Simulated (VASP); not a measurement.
Runs of VASP 6.6.1 on MgO. The structure is that of space group P6_3mc (No. 186), or close to it. The cells are those of the table. 

```tsv
cell	gap on the mesh (eV)	pressure (GPa)	largest force (eV/Å)
a = 3.226, b = 3.226, c = 11.075 Å, angles 90.0, 90.0, 120.0°, 8 atoms	3.35	-1.6	0.41
a = 3.281, b = 3.281, c = 11.355 Å, angles 90.0, 90.0, 120.0°, 8 atoms	3.03	-7.0	0.29
a = 3.226, b = 3.226, c = 9.953 Å, angles 90.0, 90.0, 120.0°, 8 atoms	3.85	11.9	0.60
a = 3.390, b = 3.390, c = 9.673 Å, angles 90.0, 90.0, 120.0°, 8 atoms	3.27	3.7	1.64
a = 3.281, b = 3.281, c = 10.514 Å, angles 90.0, 90.0, 120.0°, 8 atoms	3.44	-0.4	-
a = 3.281, b = 3.281, c = 11.075 Å, angles 90.0, 90.0, 120.0°, 8 atoms	(b)	-5.3	0.28
a = 3.171, b = 3.171, c = 11.075 Å, angles 90.0, 90.0, 120.0°, 8 atoms	3.49	2.9	0.59
a = 3.226, b = 3.226, c = 10.233 Å, angles 90.0, 90.0, 120.0°, 8 atoms	3.76	(a)	0.15
a = 3.390, b = 3.390, c = 10.514 Å, angles 90.0, 90.0, 120.0°, 8 atoms	3.04	-7.0	0.22
a = 3.226, b = 3.226, c = 9.673 Å, angles 90.0, 90.0, 120.0°, 8 atoms	3.94	17.3	1.24
a = 3.335, b = 3.335, c = 9.673 Å, angles 90.0, 90.0, 120.0°, 8 atoms	3.48	(c)	1.54
a = 3.335, b = 3.335, c = 9.953 Å, angles 90.0, 90.0, 120.0°, 8 atoms	3.40	2.8	0.88
```

Alike in all rows: task single point; level PBE; potentials or basis VASP PAW PBE potentials, release 64 (Mg, O); no spin polarisation; k mesh 9 × 9 × 2; cutoff (eV) 520; smearing gaussian 0.05 eV.

**Question.** Fill in the values left out.

**Answer.** (a) 7.4; (b) 3.21; (c) 7.5.

Caveats: forces of over 1 eV/Å act on the atoms, so gaps and moduli don't describe the material at rest (some runs).

